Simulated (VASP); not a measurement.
Set up this calculation in VASP 6.6.1, as the native input.

- Task: single point
- Functional: HSE06
- Potentials or basis: VASP PAW PBE potentials, release 64 (Ga_d, P)
- Cutoff: 520 eV
- k mesh: 4 × 4 × 4
- Occupations: fermi-dirac, width 0.05 eV
- Spin: no spin polarisation
- Dipole correction: no
- Grid for exact exchange (PRECFOCK): Normal
- Further INCAR settings: ALGO = Normal; EDIFF = 1e-07; NBANDS = 16
- Screening parameter: 0.2079 1/Å

The system is GaP (zinc blende type).

```
CELL_PARAMETERS angstrom
0.00000 2.76415 2.76415
2.76415 0.00000 2.76415
2.76415 2.76415 0.00000
ATOMIC_POSITIONS crystal
Ga 0.00000 0.00000 0.00000
P 0.25000 0.25000 0.25000
```

One way to write it, as run:

POSCAR

```
GaP
1.0
    0.0000000000      2.7641528912      2.7641528912
    2.7641528912      0.0000000000      2.7641528912
    2.7641528912      2.7641528912      0.0000000000
Ga P
1 1
Direct
    0.0000000000      0.0000000000      0.0000000000
    0.2500000000      0.2500000000      0.2500000000
```

INCAR.step1

```
PREC = Accurate
ENCUT = 520
EDIFF = 1E-5
ISMEAR = -1
SIGMA = 0.05
LREAL = False
LASPH = True
NELM = 100
ALGO = Normal
ISIF = 2
LWAVE = True
LCHARG = False
NBANDS = 16
GGA = PE
```

INCAR.step2

```
PREC = Accurate
ENCUT = 520
EDIFF = 1E-7
ISMEAR = -1
SIGMA = 0.05
LREAL = False
LASPH = True
NELM = 100
ALGO = Normal
ISIF = 2
LWAVE = False
LCHARG = False
GGA = PE
LHFCALC = True
HFSCREEN = 0.2079
PRECFOCK = Normal
NBANDS = 16
ISTART = 1
```

KPOINTS

```
regular mesh
0
Gamma
  4 4 4
```

Potentials or basis: VASP PAW PBE potentials, release 64 (Ga_d, P).

Run with:

```console
$ cat potpaw_PBE.64/Ga_d/POTCAR potpaw_PBE.64/P/POTCAR > POTCAR
$ cp INCAR.step1 INCAR
$ mpirun -np 1 vasp_std > vasp.out
$ cp INCAR.step2 INCAR
$ mpirun -np 1 vasp_std > vasp.out
```

Results of the run:

```yaml
Pressure: -2.6 GPa
Band_gap_on_the_k_mesh: 2.39 eV, indirect (least direct gap 2.45 eV)
```

Caveat: the k points lie up to 0.49 Å⁻¹ apart; the PAW data sets were made with another functional, which shifts forces and pressure a little.

Wall time 12 min on 1 thread of Intel(R) Xeon(R) Platinum 8375C CPU @ 2.90GHz (Ice Lake), on a shared host, peak memory 0.27 GiB.
